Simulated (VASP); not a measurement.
# Cu: relaxation of cell and atoms with r2SCAN

The system is Cu.

```
Cu
1.0
     1.21846   -3.97638    0.00000
     1.21846    3.97638    0.00000
     0.00000    0.00000    2.47550
Cu
2
Cartesian
  1.2185 2.9118 0.6189
  1.2185 -2.9118 1.8566
```

```json
{
  "Program": "VASP 6.6.1",
  "Task": "relaxation of cell and atoms",
  "Functional": "r2SCAN",
  "Potentials or basis": "VASP PAW PBE potentials, release 64 (Cu)",
  "Cutoff": "600 eV",
  "k mesh": "13 × 13 × 12",
  "Occupations": "fermi-dirac, width 0.05 eV",
  "Spin": "no spin polarisation",
  "Target pressure": "10 GPa",
  "Dipole correction": "no",
  "Further INCAR settings": "ALGO = Normal; EDIFF = 1e-06; IBRION = 2; EDIFFG = -0.01; NSW = 80; ISIF = 3"
}
```

The relaxed volume is 11.36 Å³/atom. The relaxed cell is a = 4.083 Å, b = 4.083 Å, c = 2.437 Å, α = 90.00°, β = 90.00°, γ = 146.01° and the space group after relaxing (to 0.1 Å) is Cmcm (No. 63). The energy change on relaxing (the run minimises the enthalpy) is +20.6 meV/atom and the ionic steps are 10. The pressure after relaxing is 9.9 GPa and the band gap on the k mesh is zero (bands 11 and 12 overlap by 6.13 eV).

Forces in eV/Å, atoms in the order of the input:
```
Cu   0.000 -0.002  0.000
Cu   0.000  0.002  0.000
```

Stress tensor (GPa, compression positive):
```
9.96 0.00 0.00
0.00 9.96 0.00
0.00 0.00 9.88
```

The path:
```csv
step,energy change (eV),largest force (eV/Å),pressure (GPa),volume (Å³)
1,0.0000,0.0002,0.95,23.99
2,0.1346,0.1630,19.90,21.71
3,0.0402,0.0834,9.91,22.74
4,0.0418,0.0853,10.04,22.71
5,0.0421,0.0183,10.13,22.70
6,0.0423,0.0004,10.10,22.70
7,0.0423,0.0008,10.35,22.70
8,0.0376,0.0120,9.46,22.77
9,0.0408,0.0039,9.91,22.72
10,0.0411,0.0022,9.93,22.71
```

Final structure:
```
CELL_PARAMETERS angstrom
1.19347 -3.90454 0.00000
1.19347 3.90454 0.00000
0.00000 0.00000 2.43718
ATOMIC_POSITIONS crystal
Cu 0.13323 0.86677 0.25000
Cu 0.86677 0.13323 0.75000
```

Levels at points of the mesh, in eV from the Fermi level:
```
           k point  band 9  band 10  band 11  band 12  band 13  band 14
(0.00, 0.00, 0.00)   -2.02    -1.88    -1.57    -0.16     5.39    15.89
(0.00, 0.00, 0.50)   -1.88    -1.88    -0.01    -0.01     8.88     8.88
```

Run time: 110 min on 1 thread of Oxide Virtual Turin-like Processor, with other jobs on the host, peak memory 0.25 GiB.

Caveat: the cell is relaxed towards a set pressure, so the run minimises the enthalpy, not the energy; the PAW data sets were made with another functional, which shifts forces and pressure a little.
